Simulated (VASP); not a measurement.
A run of VASP 6.6.1 is set up as follows.

The input POSCAR:

```
V
1.0
   -1.4912456674      1.4912456674      1.4912456674
    1.4912456674     -1.4912456674      1.4912456674
    1.4912456674      1.4912456674     -1.4912456674
V
1
Direct
    0.0000000000      0.0000000000      0.0000000000
```

Contents of INCAR.step1:

```
SYSTEM = V
  PREC = Accurate
  ENCUT = 520
  ISMEAR = 0
  SIGMA = 0.1
  LREAL = .False.
  LASPH = .True.
  NELM = 150
  ISPIN = 2
  MAGMOM = 0.24
  LMAXMIX = 4
  NBANDS = 16
  GGA = PE
  ALGO = Normal
  EDIFF = 1E-4
  LWAVE = .True.
  LCHARG = .False.
```

Contents of INCAR.step2:

```
SYSTEM = V
  PREC = Accurate
  ENCUT = 520
  EDIFF = 1E-6
  ISMEAR = 0
  SIGMA = 0.1
  LREAL = .False.
  LASPH = .True.
  NELM = 150
  ALGO = Normal
  ISIF = 2
  LWAVE = .False.
  LCHARG = .False.
  ISPIN = 2
  MAGMOM = 0.24
  LORBIT = 11
  LMAXMIX = 4
  METAGGA = R2SCAN
  LMIXTAU = .True.
  NBANDS = 16
  ISTART = 1
```

The input KPOINTS:

```
regular mesh
0
Gamma
  20 20 20
  0 0 0
```

Potentials or basis: VASP PAW PBE potentials, release 64 (V_sv).

The run is started by

```console
$ cat potpaw_PBE.64/V_sv/POTCAR > POTCAR
$ cp INCAR.step1 INCAR
$ mpirun -np 1 vasp_std > vasp.out
$ cp INCAR.step2 INCAR
$ mpirun -np 1 vasp_std > vasp.out
```

(1) Predict the net moment.

(2) What does it give for the pressure?

Answers

(1) 0.00 μB per cell.

(2) 0.7 GPa.

Caveat: the PAW data sets were made with another functional, which shifts forces and pressure a little.
